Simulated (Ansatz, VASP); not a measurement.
# Two plane-wave programs on BP

```
B P
1.0
     0.00000    2.26008    2.26008
     2.26008    0.00000    2.26008
     2.26008    2.26008    0.00000
B P
1 1
Direct
  0.00000 0.00000 0.00000
  0.75000 0.75000 0.75000
```

Alike in both runs: functional PBEsol; k mesh 10 × 10 × 10; occupations gaussian, width 0.02 eV; no spin polarisation.

Ansatz relaxed the structure, and its values are those at the end. VASP's run is a single point on that final structure, the one shown.

|  | VASP | Ansatz |
| --- | --- | --- |
| version | VASP 6.6.1 | Ansatz 0.2.0 |
| potentials or method | VASP PAW PBE potentials, release 64 (B, P), cutoff 500 eV | scalar-relativistic, plane waves, PAW |
| valence electrons in the cell | 8 | 8 |

Ansatz gave:

- gap on the k mesh at the Fermi level (eV): 1.12
- least direct gap on the mesh (eV): 3.38
- pressure (GPa): 0.0

Problem. What did VASP give for the same quantities?

Solution. gap on the k mesh at the Fermi level (eV): 1.12; least direct gap on the mesh (eV): 3.37; pressure (GPa): 0.1.

VASP's potentials were made for PBE, not for PBEsol, and Ansatz warns of the same on its side. The functional is the same, so the differences come from potentials, cutoffs and numerics.
